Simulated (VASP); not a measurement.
BN (wurtzite type), 4 atoms in the cell. It takes space group P6_3mc (No. 186, hexagonal). The conventional cell has a = 2.164 Å, b = 2.164 Å, c = 3.527 Å, α = 90.00°, β = 90.00°, γ = 120.00°. Within 1.8 Å of B (site symmetry 3m) lie 4 N at 1.32 to 1.33 Å. Within 1.8 Å of N (site symmetry 3m) lie 4 B at 1.32 to 1.33 Å. 

- Program: VASP 6.6.1
- Task: relaxation of cell and atoms
- Functional: PBE
- Potentials or basis: VASP PAW PBE potentials, release 64 (B, N)
- Cutoff: 600 eV
- k mesh: 14 × 14 × 8
- Occupations: fermi-dirac, width 0.08 eV
- Spin: no spin polarisation
- Target pressure: 440 GPa
- Dipole correction: no
- Further INCAR settings: ALGO = Normal; EDIFF = 1e-06; IBRION = 2; EDIFFG = -0.005; NSW = 60; ISIF = 3

Potentials or basis: VASP PAW PBE potentials, release 64 (B, N).

The run is started by

```bash
$ cat potpaw_PBE.64/B/POTCAR potpaw_PBE.64/N/POTCAR > POTCAR
$ mpirun -np 1 vasp_std > vasp.out
```

Hardware: 1 thread of Intel(R) Xeon(R) Platinum 8488C (Sapphire Rapids), on a shared host.

Task: How long does it take, and how much memory?

Result: Run time: 84 s on 1 thread of Intel(R) Xeon(R) Platinum 8488C (Sapphire Rapids) (shared host), peak memory 0.13 GiB. Counts: scf iterations 54, k points 120, ion steps 8.
